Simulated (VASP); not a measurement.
**AgBr: electric field gradients with PBE**

Crystal: AgBr.

```xyz
2
Lattice="0.0000 2.8861 2.8572 2.8861 0.0000 2.8572 2.8861 2.8861 0.0000" Properties=species:S:1:pos:R:3 pbc="T T T"
Ag    2.8861    2.8861    2.8572
Br    0.0000    0.0000    0.0000
```

This cell differs from its parent crystal: zz strain of -1 %.

```
Program                : VASP 6.6.1
Task                   : electric field gradients
Functional             : PBE
Potentials or basis    : VASP PAW PBE potentials, release 64 (Ag, Br)
Cutoff                 : 400 eV
k mesh                 : 7 × 7 × 7
Occupations            : fermi-dirac, width 0.03 eV
Spin                   : no spin polarisation
Dipole correction      : no
Further INCAR settings : ALGO = Normal; EDIFF = 1e-08; NBANDS = 16
```

The pressure is 1.8 GPa, the band gap on the k mesh is 0.72 eV (least direct gap 2.57 eV) and the largest electric field gradient by atom is Ag -5.7; Br +10.1 V/Å².

Stress tensor (GPa, compression positive):
```
1.65 0.00 0.00
0.00 1.65 0.00
0.00 0.00 2.00
```

Levels at points of the mesh, in eV from the valence-band top:
| k point | band 5 | band 6 | band 7 | band 8 | band 9 | band 10 | band 11 | band 12 | band 13 | band 14 |
| --- | --- | --- | --- | --- | --- | --- | --- | --- | --- | --- |
| (0.00, 0.00, 0.00) | -2.72 | -2.71 | -1.89 | -1.86 | -1.86 | 0.72 | 9.95 | 9.95 | 9.98 | 11.20 |

Electric field gradients, principal values (V/Å²):
| atom | least | middle | greatest (by size) |
| --- | --- | --- | --- |
| 1 Ag | 2.838 | 2.840 | -5.678 |
| 2 Br | -5.039 | -5.040 | 10.078 |

Run time: 30 s on 1 thread of Intel(R) Xeon(R) Platinum 8375C CPU @ 2.90GHz (Ice Lake), on a shared host, peak memory 0.16 GiB.

Caveat: the cell differs from its parent crystal (zz strain of -1 %); semilocal functionals underestimate gaps, and a narrow one can read as zero; without QUAD_EFG the Cq values of the log hold for a quadrupole moment of 1 mb, not for the nuclei. A k mesh can miss the band edges.
